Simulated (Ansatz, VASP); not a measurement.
## One calculation of MgI2, two programs

```xyz
3
Lattice="0.0000 3.8377 3.8377 3.8377 0.0000 3.8377 3.8377 3.8377 0.0000" Properties=species:S:1:pos:R:3 pbc="T T T"
Mg    0.0000    0.0000    0.0000
I     1.9188    1.9188    1.9188
I     5.7565    5.7565    5.7565
```

Alike in both runs: task single point; functional PBE; k mesh 6 × 6 × 6; no spin polarisation.

```csv
,VASP,Ansatz
version,VASP 6.6.1,Ansatz 0.2.0
potentials or method,"VASP PAW PBE potentials, release 64 (Mg, I)","plane waves, PAW"
plane-wave cutoff (eV),520,420
occupations,"gaussian, width 0.01 eV",fixed
valence electrons in the cell,16,44
```

```tsv
	VASP	Ansatz	Ansatz less VASP
gap on the k mesh at the Fermi level (eV)	0.47	0.49	+0.026
pressure (GPa)	-1.5	-1.4	+0.04
```

VASP's potentials hold 16 valence electrons a cell and Ansatz's 44, so a difference there can come from the potentials and not from the codes.

Spin-orbit coupling is off throughout.
